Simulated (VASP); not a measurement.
B2P3: single point with PBE

Crystal: B2P3.

```
CELL_PARAMETERS angstrom
2.67111 -3.36802 0.00000
2.67111 3.36802 0.00000
0.00000 0.00000 4.87560
ATOMIC_POSITIONS crystal
B 0.16713 0.83287 0.00000
B 0.83287 0.16713 0.00000
P 0.50000 0.50000 0.69918
P 0.50000 0.50000 0.30082
P 0.00000 0.00000 0.50000
```

The cell was built from a structure type or drawn by symmetry, and may not be a known phase.

```yaml
Program: VASP 6.6.1
Task: single point
Functional: PBE
Potentials_or_basis: VASP PAW PBE potentials, release 64 (B, P)
Cutoff: 520 eV
k_mesh: 4 × 4 × 4
Occupations: gaussian, width 0.1 eV
Spin: no spin polarisation
```

| Item | Value |
| --- | --- |
| Pressure | -11.5 GPa |
| Largest force | 3.250 eV/Å |
| Band gap on the k mesh | zero (an odd number of electrons rules out a gap without spin polarisation) |

Forces on the atoms (eV/Å):
```
B    0.000  0.690  0.000
B    0.000 -0.690  0.000
P    0.000  0.000  3.250
P    0.000  0.000 -3.250
P    0.000  0.000  0.000
```

Stress tensor (GPa, compression positive):
```
-10.43   0.00   0.00
  0.00 -20.53   0.00
  0.00   0.00  -3.69
```

Levels at points of the mesh, in eV from the Fermi level:
| k point | band 9 | band 10 | band 11 | band 12 | band 13 | band 14 |
| --- | --- | --- | --- | --- | --- | --- |
| (0.00, 0.00, 0.00) | -0.98 | -0.40 | 0.68 | 0.78 | 1.01 | 1.24 |
| (0.50, 0.00, 0.00) | -1.73 | -0.91 | 0.73 | 1.01 | 1.23 | 1.87 |
| (0.50, 0.50, 0.00) | -1.62 | -1.41 | -0.60 | 0.42 | 1.15 | 2.65 |
| (0.00, 0.00, 0.50) | -0.85 | -0.47 | -0.33 | -0.06 | 1.50 | 2.15 |
| (0.50, 0.00, 0.50) | -1.26 | -0.78 | -0.24 | 0.76 | 1.17 | 2.05 |
| (0.50, 0.50, 0.50) | -0.89 | 1.53 | 1.55 | 2.25 | 2.27 | 3.15 |

Wall time 9.6 s on 1 thread of Intel(R) Xeon(R) 6975P-C (Granite Rapids), with other jobs on the host, peak memory 0.16 GiB.

Caveat: the k points lie up to 0.38 Å⁻¹ apart, too coarse for converged energies and pressures of a metal; forces of over 1 eV/Å act on the atoms, so gaps and moduli don't describe the material at rest.
